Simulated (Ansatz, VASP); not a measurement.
**One calculation of TaN, two programs**

```
CELL_PARAMETERS angstrom
1.70504 -2.14251 0.00000
1.70504 2.14251 0.00000
-0.64736 0.00000 4.51170
ATOMIC_POSITIONS crystal
Ta 0.00000 0.00000 0.50000
N 0.50000 0.50000 0.50000
```

Alike in both runs: task relaxation of cell and atoms; functional PBE; k mesh 6 × 6 × 4; occupations gaussian, width 0.1 eV; no spin polarisation.

|  | VASP | Ansatz |
| --- | --- | --- |
| version | VASP 6.6.1 | Ansatz 0.2.0 |
| potentials or method | VASP PAW PBE potentials, release 64 (Ta_pv, N), cutoff 600 eV | scalar-relativistic, plane waves, PAW |
| valence electrons in the cell | 16 | 18 |

VASP gave:

| Property | Result |
| --- | --- |
| gap on the k mesh at the Fermi level, each at its own relaxed structure (eV) | none |
| relaxed volume (Å³/atom) | 14.06 |
| relaxed cell length with the largest relative difference (Å) | 3.220 |

What did Ansatz give for the same quantities?

gap on the k mesh at the Fermi level, each at its own relaxed structure (eV): none; relaxed volume (Å³/atom): 14.04; relaxed cell length with the largest relative difference (Å): 3.218.

A gap of «none» marks a metal or a gap that the smearing closes. VASP's potentials hold 16 valence electrons a cell and Ansatz's 18, so a difference there can come from the potentials and not from the codes.

The k mesh is coarse, so the values compare programs but aren't converged. Neither program's run includes spin-orbit coupling.
